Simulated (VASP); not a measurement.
Wanted: the native input for a VASP 6.6.1 run.

```
Task                   : single point
Functional             : r2SCAN
Potentials or basis    : VASP PAW PBE potentials, release 64 (Ga_d, N)
Cutoff                 : 520 eV
k mesh                 : 11 × 11 × 11
Occupations            : fermi-dirac, width 0.05 eV
Spin                   : no spin polarisation
Dipole correction      : no
Further INCAR settings : ALGO = Normal; EDIFF = 1e-07; NBANDS = 16
```

GaN:

```
Ga N
1.0
     0.00000    2.09165    2.09165
     2.09165    0.00000    2.09165
     2.09165    2.09165    0.00000
Ga N
1 1
Direct
  0.00000 0.00000 0.00000
  0.50000 0.50000 0.50000
```

One way to write it, as run:

POSCAR

```
GaN
1.0
    0.0000000000      2.0916465448      2.0916465448
    2.0916465448      0.0000000000      2.0916465448
    2.0916465448      2.0916465448      0.0000000000
Ga N
1 1
Direct
    0.0000000000      0.0000000000      0.0000000000
    0.5000000000      0.5000000000      0.5000000000
```

INCAR.step1

```
PREC = Accurate
ENCUT = 520
ISMEAR = -1
SIGMA = 0.05
LREAL = F
LASPH = T
NELM = 80
NBANDS = 16
GGA = PE
ALGO = Normal
EDIFF = 1E-4
LWAVE = T
LCHARG = F
```

INCAR.step2

```
PREC = Accurate
ENCUT = 520
EDIFF = 1E-7
ISMEAR = -1
SIGMA = 0.05
LREAL = F
LASPH = T
NELM = 80
ALGO = Normal
ISIF = 2
LWAVE = F
LCHARG = F
METAGGA = R2SCAN
LMIXTAU = T
NBANDS = 16
ISTART = 1
```

KPOINTS

```
Automatic mesh
0
Gamma
  11 11 11
```

Potentials or basis: VASP PAW PBE potentials, release 64 (Ga_d, N).

The run is started by

```console
$ cat potpaw_PBE.64/Ga_d/POTCAR potpaw_PBE.64/N/POTCAR > POTCAR
$ cp INCAR.step1 INCAR
$ mpirun -np 1 vasp_std > vasp.out
$ cp INCAR.step2 INCAR
$ mpirun -np 1 vasp_std > vasp.out
```

It gave:

```yaml
Pressure: 7.7 GPa
Band_gap_on_the_k_mesh: 1.46 eV, indirect (least direct gap 3.73 eV)
```

Caveat: the PAW data sets were made with another functional, which shifts forces and pressure a little.

Wall time 2.7 min on 1 thread of AMD EPYC 7R43 64-Core Processor (Zen 3) (shared host), peak memory 0.12 GiB.
